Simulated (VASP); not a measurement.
# Mg2BeS3 (P-6m2) in VASP: notebook, part 2 of 2

VASP 6.6.1. Earlier steps stand in the parts before.

**4. Relaxation of cell and atoms, PBE**

INCAR reads:

```
SYSTEM = Mg2BeS3
PREC     = Accurate       ! precision mode
ENCUT    = 600            ! plane-wave cutoff, eV
EDIFF    = 1E-7           ! SCF threshold, eV
ISMEAR   = 0              ! smearing method
SIGMA    = 0.1            ! smearing width, eV
LREAL    = .FALSE.        ! projectors in reciprocal space
LASPH    = .TRUE.         ! aspherical terms in the spheres
NELM     = 120            ! most SCF steps
ALGO     = Normal         ! electronic algorithm
ISIF     = 3              ! what is computed and relaxed
LWAVE    = .FALSE.        ! write WAVECAR
LCHARG   = .FALSE.        ! write CHGCAR
GGA      = PE             ! functional
IBRION   = 2              ! ionic algorithm
NSW      = 100            ! ionic steps
EDIFFG   = -0.01          ! ionic threshold
GGA_COMPAT= .FALSE.      
NELMIN   = 4
```

KPOINTS reads:

```
regular mesh
0
G
  12 12 6
  0 0 0
```

POSCAR reads:

```
Mg2BeS3
1.0
    4.2371942011      0.0000000030      0.0000000000
   -2.1185971032      3.6695178174      0.0000000000
    0.0000000000      0.0000000000      6.7111447502
Mg Be S
2 1 3
Direct
    0.3333333333      0.6666666667      0.2714075452
    0.3333333333      0.6666666667      0.7285924548
    0.6666666667      0.3333333333      0.0000000000
    0.6666666667      0.3333333333      0.5000000000
    0.0000000000      0.0000000000      0.0000000000
    0.0000000000      0.0000000000      0.5000000000
```

Potentials or basis: VASP PAW PBE potentials, release 64 (Mg, Be, S).

Launch:

```bash
cat potpaw_PBE.64/Mg/POTCAR potpaw_PBE.64/Be/POTCAR potpaw_PBE.64/S/POTCAR > POTCAR
mpirun -np 1 vasp_std > vasp.out
```

OUTCAR:

```text
SYSTEM = Mg2BeS3
   PREC = Accurate
   ENCUT = 600
   EDIFF = 1E-7
   ISMEAR = 0
   LREAL = .FALSE.
   LASPH = .TRUE.
   NELM = 120
   ISIF = 3
   GGA = PE
   IBRION = 2
   NSW = 100
   EDIFFG = -0.01
   NELMIN = 4

 ion  position               nearest neighbor table
   1  0.333  0.667  0.271-   4 2.89   4 2.89   6 2.89   6 2.89   6 2.89   4 2.89   5 3.05   5 3.05
                             5 3.05   2 3.07   2 3.64
   2  0.333  0.667  0.729-   4 2.89   4 2.89   6 2.89   6 2.89   6 2.89   4 2.89   5 3.05   5 3.05
                             5 3.05   1 3.07   1 3.64
   3  0.667  0.333  0.000-   5 2.45   5 2.45   5 2.45
   4  0.667  0.333  0.500-   6 2.45   6 2.45   6 2.45   2 2.89   1 2.89   2 2.89   1 2.89   1 2.89
                             2 2.89
   5  0.000  0.000  0.000-   3 2.45   3 2.45   3 2.45   1 3.05   2 3.05   1 3.05   2 3.05   1 3.05
                             2 3.05
   6  0.000  0.000  0.500-   4 2.45   4 2.45   4 2.45   1 2.89   2 2.89   1 2.89   2 2.89   1 2.89
                             2 2.89

  LATTYP: Found a hexagonal cell.
 ALAT       =     4.2371942011
 C/A-ratio  =     1.5838652730

  Lattice vectors:

 A1 = (   4.2371942011,   0.0000000030,   0.0000000000)
 A2 = (  -2.1185971032,   3.6695178174,   0.0000000000)
 A3 = (   0.0000000000,   0.0000000000,   6.7111447502)

Analysis of symmetry for initial positions (statically):
=====================================================================
 Subroutine PRICEL returns:
 Original cell was already a primitive cell.

 Routine SETGRP: Setting up the symmetry group for a
 hexagonal supercell.

 Subroutine GETGRP returns: Found 12 space group operations
 (whereof 12 operations were pure point group operations)
 out of a pool of 24 trial point group operations.

The static configuration has the point symmetry D_3h.

Analysis of symmetry for dynamics (positions and initial velocities):
=====================================================================
 Subroutine PRICEL returns:
 Original cell was already a primitive cell.

 Routine SETGRP: Setting up the symmetry group for a
 hexagonal supercell.

 Subroutine GETGRP returns: Found 12 space group operations
 (whereof 12 operations were pure point group operations)
 out of a pool of 24 trial point group operations.

The dynamic configuration has the point symmetry D_3h.

 Subroutine INISYM returns: Found 12 space group operations
 (whereof 12 operations are pure point group operations),
 and found     1 'primitive' translations

----------------------------------------------------------------------------------------

                                     Primitive cell

  volume of cell :     104.3480

  direct lattice vectors                    reciprocal lattice vectors
     4.237194201  0.000000003  0.000000000     0.236005232  0.136257684  0.000000000
    -2.118597103  3.669517817  0.000000000    -0.000000000  0.272515368  0.000000000
     0.000000000  0.000000000  6.711144750     0.000000000  0.000000000  0.149005876

  length of vectors
     4.237194201  4.237194201  6.711144750     0.272515368  0.272515368  0.149005876

  position of ions in fractional coordinates (direct lattice)
     0.333333333  0.666666667  0.271407545
     0.333333333  0.666666667  0.728592455
[... 46 lines left out ...]
  0.333333  0.000000  0.000000      6.000000
  0.416667  0.000000  0.000000      6.000000
[... 16 lines left out ...]
  0.250000  0.000000  0.166667     12.000000
  0.333333  0.000000  0.166667     12.000000
 [... further k-points ...]
   k-points           NKPTS =     76   k-points in BZ     NKDIM =     76   number of bands    NBANDS=     16
   number of dos      NEDOS =    301   number of ions     NIONS =      6
   total plane-waves  NPLWV =  69984
   dimension x,y,z NGX =    36 NGY =   36 NGZ =   54
   dimension x,y,z NGXF=    72 NGYF=   72 NGZF=  108
   ions per type =               2   1   3
   NGX,Y,Z   is equivalent  to a cutoff of  14.12, 14.12, 13.38 a.u.
   NGXF,Y,Z  is equivalent  to a cutoff of  28.25, 28.25, 26.75 a.u.
 SYSTEM =  Mg2BeS3
   PREC   = accura    normal or accurate (medium, high low for compatibility)
   ISTART =      0    job   : 0-new  1-cont  2-samecut
   ICHARG =      2    charge: 1-file 2-atom 10-const
   ISPIN  =      1    spin polarized calculation?
   LNONCOLLINEAR =      F non collinear calculations
   LSORBIT =      F    spin-orbit coupling
   LASPH  =      T    aspherical Exc in radial PAW
   ENCUT  =  600.0 eV  44.10 Ry    6.64 a.u.   8.46  8.46 13.40*2*pi/ulx,y,z
   NELM   =    120;   NELMIN=  4; NELMDL= -5     # of ELM steps
   EDIFF  = 0.1E-06   stopping-criterion for ELM
   LREAL  =      F    real-space projection
   EDIFFG = -.1E-01   stopping-criterion for IOM
   NSW    =    100    number of steps for IOM
   IBRION =      2    ionic relax: 0-MD 1-quasi-New 2-CG
   NFREE  =      1    steps in history (QN), initial steepest desc. (CG)
   ISIF   =      3    stress and relaxation
   ISYM   =      2    0-nonsym 1-usesym 2-fastsym
   POTIM  = 0.5000    time-step for ionic-motion
   TEBEG  =    0.0;   TEEND  =   0.0 temperature during run
   PSTRESS=    0.0 pullay stress
   NELECT =      24.0000    total number of electrons
   NUPDOWN=      -1.0000    fix difference up-down
   EMIN   =  10.00;   EMAX   =-10.00  energy-range for DOS
   EFERMI =   0.00;   METHOD = LEGACY
   ISMEAR =     0;   SIGMA  =   0.10  broadening in eV -4-tet -1-fermi 0-gaus
   EFERMI_NEDOS =   21; number of points for ismear=-14 and -15
   IALGO  =     38    algorithm
   IMIX   =      4    mixing-type and parameters
     AMIX     =   0.40;   BMIX     =  1.00
     AMIX_MAG =   1.60;   BMIX_MAG =  1.00
  volume/ion in A,a.u.               =      17.39       117.36
  Fermi-wavevector in a.u.,A,eV,Ry     =   1.003038  1.895466 13.688612  1.006085
  Thomas-Fermi vector in A             =   2.135564
   LORBIT       =      0    0 simple, 1 ext, 2 COOP (PROOUT), +10 PAW based schemes
   GGA     = PE    functional components
   LHFCALC =     F    Hartree Fock is set to
   AEXX    =    0.0000 exact exchange contribution
   IVDW    =     0    specifies the selected vdW correction
   LEPSILON=     F    determine dielectric tensor
   LRPA    =     F    only Hartree local field effects (RPA)
 conjugate gradient relaxation of ions
 non-spin polarized calculation
 Gauss-broadening in eV      SIGMA  =   0.10
  energy-cutoff  :      600.00
  volume of cell :      104.35
 maximum number of plane-waves:      3531
 NGX is ok and might be reduce to    36
   NGX = 17   NGY = 17   NGZ = 27

--------------------------------------- Ionic step        1  -------------------------------------------

 number of electron      24.0000002 magnetization

 Free energy of the ion-electron system (eV)
  ---------------------------------------------------
  ext. energy  EPLUGINS =         0.00000000
  ---------------------------------------------------
  free energy    TOTEN  =       -18.80477219 eV

  energy without entropy =      -18.79082017  energy(sigma->0) =      -18.79779618

------------------------ aborting loop because EDIFF is reached ----------------------------------------

  FORCE on cell =-STRESS in cart. coord.  units (eV):
  Direction    XX          YY          ZZ          XY          YZ          ZX
  --------------------------------------------------------------------------------------
  -------------------------------------------------------------------------------------
  Total       -0.0498614     -0.0498614     -0.1469169      0.0000000      0.0000000     -0.0000000
  in kB       -0.7655808     -0.7655808     -2.2557880      0.0000000      0.0000000     -0.0000000
  external PRESSURE =      -1.2623165 kB  Pullay stress =       0.0000000 kB
[... 67 lines left out ...]
--------------------------------------- Ionic step        3  -------------------------------------------

 number of electron      24.0000002 magnetization

 Free energy of the ion-electron system (eV)
  ---------------------------------------------------
  ext. energy  EPLUGINS =         0.00000000
  ---------------------------------------------------
  free energy    TOTEN  =       -18.80496405 eV

  energy without entropy =      -18.79108722  energy(sigma->0) =      -18.79802563

 E-fermi :   5.7575     XC(G=0):  -9.7017

 val. band max:        5.7486653283   @ k =   0.4167   0.0833   0.0000
 cond. band min:       5.7651502218   @ k =   0.3333   0.1667   0.1667
 fundamental gap:      0.0164848935
 Fermi energy:         5.7574755420

 k-point     1 :       0.0000    0.0000    0.0000
  band No.  band energies     occupation
      1     -10.4374      2.00000
      2      -8.2602      2.00000
      3      -4.2508      2.00000
      4      -1.3992      2.00000
      5      -0.0742      2.00000
      6      -0.0742      2.00000
[... 433 lines left out ...]
      3      -6.5074      2.00000
      4      -0.9112      2.00000
      5      -0.7002      2.00000
      6      -0.1951      2.00000
[... 8 lines left out ...]
     15       7.7862      0.00000
     16       8.8304      0.00000

 [... further k-points ...]
[... 5 lines left out ...]
  --------------------------------------------------------------------------------------
  -------------------------------------------------------------------------------------
  Total        0.0425861      0.0425861     -0.0180011     -0.0000000      0.0000000      0.0000000
  in kB        0.6557402      0.6557402     -0.2771812     -0.0000000      0.0000000      0.0000000
  external PRESSURE =       0.3447664 kB  Pullay stress =       0.0000000 kB
[... 21 lines left out ...]
  FREE ENERGIE OF THE ION-ELECTRON SYSTEM (eV)
  ---------------------------------------------------
  free  energy   TOTEN  =       -18.8049640505 eV

  energy  without entropy=      -18.7910872195  energy(sigma->0) =      -18.79802563

 reached required accuracy - stopping structural energy minimisation
```

Wall time 5.4 min (1 thread of Intel Xeon Platinum 8259CL at 2.50GHz (Skylake/Cascade Lake), shared host); peak memory 0.37 GiB.

Results:

```
Free energy                           : -18.8050 eV
Relaxed volume                        : 17.34 Å³/atom
Relaxed cell                          : a = 4.235 Å, b = 4.235 Å, c = 6.700 Å, α = 90.00°, β = 90.00°, γ = 120.00°
Space group after relaxing (to 0.1 Å) : P-6m2 (No. 187)
Energy gained by relaxing             : 0.0 meV/atom
Ionic steps                           : 3
Pressure after relaxing               : 0.0 GPa
Largest force after relaxing          : 0.007 eV/Å
Band gap on the k mesh                : zero (bands 12 and 13 overlap by 1.75 eV)
```

Forces in eV/Å, atoms in the order of the input:
```
Mg   0.000  0.000  0.007
Mg   0.000  0.000 -0.007
Be   0.000  0.000  0.000
S    0.000  0.000  0.000
S    0.000  0.000  0.000
S    0.000  0.000  0.000
```

The path:
| step | energy change (eV) | largest force (eV/Å) | pressure (GPa) | volume (Å³) |
| --- | --- | --- | --- | --- |
| 1 | 0.0000 | 0.0226 | -0.13 | 104.35 |
| 2 | -0.0002 | 0.0117 | -0.01 | 104.14 |
| 3 | -0.0002 | 0.0068 | 0.03 | 104.05 |

Final structure:
```
CELL_PARAMETERS angstrom
4.23475 0.00000 0.00000
-2.11738 3.66740 0.00000
0.00000 0.00000 6.69976
ATOMIC_POSITIONS crystal
Mg 0.33333 0.66667 0.27164
Mg 0.33333 0.66667 0.72836
Be 0.66667 0.33333 0.00000
S 0.66667 0.33333 0.50000
S 0.00000 0.00000 0.00000
S 0.00000 0.00000 0.50000
```

**5. Summary**

| task | cell | k mesh | gap on the mesh (eV) | pressure (GPa) | relaxed volume (Å³/atom) | largest force (eV/Å) |
| --- | --- | --- | --- | --- | --- | --- |
| single point | a = 4.237, b = 4.237, c = 6.711 Å, angles 90.0, 90.0, 120.0°, 6 atoms, atomic positions A | 12 × 12 × 4 | none | -0.2 | - | 0.01 |
| relaxation of cell and atoms | relaxed from a = 4.032, b = 4.032, c = 9.213 Å, angles 90.0, 90.0, 120.0°, 6 atoms, atomic positions B | 12 × 12 × 4 | none | 0.0 | 17.33 | - |
| relaxation of cell and atoms | relaxed from a = 4.237, b = 4.237, c = 6.711 Å, angles 90.0, 90.0, 120.0°, 6 atoms, atomic positions A | 12 × 12 × 6 | none | 0.0 | 17.34 | 0.01 |

Alike in all rows: level PBE; potentials or basis VASP PAW PBE potentials, release 64 (Mg, Be, S); no spin polarisation; cutoff (eV) 600; smearing gaussian 0.1 eV.

Caveats: the volume moved by over 15 % at a fixed basis, so the end points are rough (at least some runs).

Total energies depend on the potentials used, so only differences within one code and one set of settings carry meaning.

The gap in the log of VASP goes by the Fermi energy; the results here count the filled bands.